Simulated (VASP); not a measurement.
Crystal: CdTe.

```
Cd Te
1.0
     0.00000    3.20500    3.20500
     3.20500    0.00000    3.20500
     3.20500    3.20500    0.00000
Cd Te
1 1
Direct
  0.00000 0.00000 0.00000
  0.75000 0.75000 0.75000
```

Base run:

| Property | Result |
| --- | --- |
| Program | VASP 6.6.1 |
| Functional | revPBE |
| Potentials or basis | VASP PAW PBE potentials, release 64 (Cd, Te) |
| Cutoff | 520 eV |
| k mesh | 9 × 9 × 9 |
| Occupations | fermi-dirac, width 0.08 eV |
| Spin | no spin polarisation |

Its results: band gap on the k mesh 0.98 eV; pressure 5.7 GPa.

Question: The run is repeated on the same cell with these changes: functional from revPBE to PBEsol. What comes out?

Answer: Band gap on the k mesh 0.76 eV; pressure 1.8 GPa.

PBEsol binds more tightly than revPBE, so the same cell stands under less pressure.

Caveats: the PAW data sets were made with another functional, which shifts forces and pressure a little; spin-orbit coupling is left out, which moves the levels of the heavy elements; the cell stands under pressure (at least some runs).

